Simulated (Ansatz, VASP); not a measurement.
## SiC3 in VASP and in Ansatz

```xyz
4
Lattice="5.6100 0.0000 0.0000 0.0000 5.6100 0.0000 0.0000 0.0000 3.0562" Properties=species:S:1:pos:R:3 pbc="T T T"
Si    0.0000    0.0000    1.5281
C     0.0000    0.0000    0.0000
C     2.8050    2.8050    2.1805
C     2.8050    2.8050    0.8758
```

Alike in both runs: functional PBE; k mesh 14 × 14 × 14; occupations gaussian, width 0.1 eV; no spin polarisation.

Ansatz relaxed the structure, and its values are those at the end. VASP's run is a single point on that final structure, the one shown.

|  | VASP | Ansatz |
| --- | --- | --- |
| version | VASP 6.6.1 | Ansatz 0.2.0 |
| potentials or method | VASP PAW PBE potentials, release 64 (Si, C), cutoff 520 eV | scalar-relativistic, plane waves, PAW |
| valence electrons in the cell | 16 | 16 |

```csv
,VASP,Ansatz,Ansatz less VASP
gap on the k mesh at the Fermi level (eV),1.15,1.14,-0.007
least direct gap on the mesh (eV),1.54,1.53,-0.002
pressure (GPa),0.0,0.0,+0.01
rms of the force components (eV/Å),0.026,0.003,-0.0230
```
